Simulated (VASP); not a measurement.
A run of VASP 6.6.1 is set up as follows.

POSCAR

```
Sb
1.0
   -1.5765401831      1.5765401831      2.7119384313
    1.5765401831     -1.5765401831      2.7119384313
    1.5765401831      1.5765401831     -2.7119384313
Sb
1
Direct
    0.0000000000      0.0000000000      0.0000000000
```

The input INCAR.step1:

```
ALGO = Normal
EDIFF = 1E-4
ENCUT = 520
GGA = PE
ISMEAR = -1
LASPH = T
LCHARG = F
LREAL = F
LWAVE = T
NBANDS = 8
NELM = 80
PREC = Accurate
SIGMA = 0.05
```

File INCAR.step2:

```
ALGO = Normal
EDIFF = 1E-6
ENCUT = 520
ISIF = 2
ISMEAR = -1
ISTART = 1
LASPH = T
LCHARG = F
LMIXTAU = T
LREAL = F
LWAVE = F
METAGGA = R2SCAN
NBANDS = 8
NELM = 80
PREC = Accurate
SIGMA = 0.05
```

The input KPOINTS:

```
k-points
0
Gamma
  12 12 12
```

Potentials or basis: VASP PAW PBE potentials, release 64 (Sb).

Run with:

```console
$ cat potpaw_PBE.64/Sb/POTCAR > POTCAR
$ cp INCAR.step1 INCAR
$ mpirun -np 1 vasp_std > vasp.out
$ cp INCAR.step2 INCAR
$ mpirun -np 1 vasp_std > vasp.out
```

Q: What does it give for the pressure?

A: 1.1 GPa.

Stress tensor (GPa, compression positive):
```
0.80 0.00 0.00
0.00 0.80 0.00
0.00 0.00 1.79
```

Caveat: the PAW data sets were made with another functional, which shifts forces and pressure a little.
